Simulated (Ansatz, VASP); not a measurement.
# F in VASP and in Ansatz

```
F
1.0
    -1.16249    1.16249    1.16249
     1.16249   -1.16249    1.16249
     1.16249    1.16249   -1.16249
F
1
Direct
  0.00000 0.00000 0.00000
```

Change from the starting cell: volume scaled by 0.68, LAPW.

Alike in both runs: task single point; functional PBEsol; k mesh 20 × 20 × 20; occupations fermi-dirac, width 0.1 eV; no spin polarisation.

|  | VASP | Ansatz |
| --- | --- | --- |
| version | VASP 6.6.1 | Ansatz 0.2.0 |
| potentials or method | VASP PAW PBE potentials, release 64 (F), cutoff 520 eV | all-electron LAPW, scalar-relativistic |

Ansatz gave:

```
pressure (GPa) : 75.2
```

**Question.** What did VASP give for the same quantities?

**Answer.** Pressure (GPa): 74.2.

VASP's potentials were made for PBE, not for PBEsol. Both programs put the cell under a high pressure, so it lies far from rest at this level. Ansatz ran all-electron here, and VASP with PAW potentials.

Noted on VASP's run: the cell as given lies far from equilibrium.
